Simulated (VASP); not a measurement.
Write the native input for VASP 6.6.1 that does the following.

- Task: single point
- Functional: PBE
- Potentials or basis: VASP PAW PBE potentials, release 64 (In_d, P)
- Cutoff: 520 eV
- k mesh: 11 × 11 × 11
- Occupations: fermi-dirac, width 0.03 eV
- Spin: no spin polarisation
- Dipole correction: no
- Further INCAR settings: ALGO = Normal; EDIFF = 1e-06; NBANDS = 16

The structure of InP lies in POSCAR:

```
InP
1.0
    0.0000000000      2.9547201066      2.9547201066
    2.9547201066      0.0000000000      2.9547201066
    2.9547201066      2.9547201066      0.0000000000
In P
1 1
Direct
    0.0000000000      0.0000000000      0.0000000000
    0.7500000000      0.7500000000      0.7500000000
```

This cell differs from its parent crystal: volume scaled by 1.025.

The input as run:

INCAR

```
SYSTEM = InP
ALGO = Normal ; EDIFF = 1E-6
ENCUT = 520 ; GGA = PE
ISIF = 2 ; ISMEAR = -1
LASPH = .TRUE. ; LCHARG = .FALSE.
LREAL = .FALSE. ; LWAVE = .FALSE.
NBANDS = 16 ; NELM = 60
PREC = Accurate ; SIGMA = 0.03
```

KPOINTS

```
k-points
0
G
  11 11 11
  0 0 0
```

Potentials or basis: VASP PAW PBE potentials, release 64 (In_d, P).

Command:

```sh
$ cat potpaw_PBE.64/In_d/POTCAR potpaw_PBE.64/P/POTCAR > POTCAR
$ mpirun -np 1 vasp_std > vasp.out
```

Results of the run:

```
Pressure               : 1.5 GPa
Band gap on the k mesh : 0.58 eV, direct
```

Caveat: spin-orbit coupling is left out, which moves the levels of the heavy elements.

Run time: 32 s on 1 thread of Intel(R) Xeon(R) Platinum 8259CL CPU @ 2.50GHz (Skylake/Cascade Lake), on a shared host, peak memory 0.2 GiB.
